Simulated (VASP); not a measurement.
Write the native input for VASP 6.6.1 that does the following.

```yaml
Task: single point
Functional: PBE
Potentials_or_basis: VASP PAW PBE potentials, release 64 (Tl_d, Pt)
Cutoff: 520 eV
k_mesh: 6 × 6 × 10
Occupations: gaussian, width 0.1 eV
Spin: no spin polarisation
Dipole_correction: no
Further_INCAR_settings: ALGO = Fast; EDIFF = 1e-06; NBANDS = 44
```

The structure of TlPt lies in POSCAR:

```
TlPt
1.0
    6.4217731192      0.0000000000      0.0000000000
   -3.2108865596      5.5614186586      0.0000000000
    0.0000000000      0.0000000000      4.0598532191
Tl Pt
3 3
Direct
    0.0000000000      0.5000000000      0.0000000000
    0.5000000000      0.0000000000      0.0000000000
    0.5000000000      0.5000000000      0.0000000000
    0.0000000000      0.0000000000      0.0000000000
    0.6666666667      0.3333333333      0.5000000000
    0.3333333333      0.6666666667      0.5000000000
```

These files were run (other wordings do the same):

INCAR

```
PREC = Accurate ; ENCUT = 520
EDIFF = 1E-6 ; ISMEAR = 0
SIGMA = 0.1 ; LREAL = F
LASPH = T ; NELM = 60
ALGO = Fast ; ISIF = 2
LWAVE = F ; LCHARG = F
GGA = PE ; NBANDS = 44
```

KPOINTS

```
regular mesh
0
Gamma
  6 6 10
```

Potentials or basis: VASP PAW PBE potentials, release 64 (Tl_d, Pt).

Run with:

```bash
$ cat potpaw_PBE.64/Tl_d/POTCAR potpaw_PBE.64/Pt/POTCAR > POTCAR
$ mpirun -np 1 vasp_std > vasp.out
```

It gave:

```
Pressure               : 1.4 GPa
Band gap on the k mesh : zero (an odd number of electrons rules out a gap without spin polarisation)
```

Caveat: spin-orbit coupling is left out, which moves the levels of the heavy elements.

Run time: 2 min on 1 thread of Intel(R) Xeon(R) 6975P-C (Granite Rapids) (shared host), peak memory 0.38 GiB.
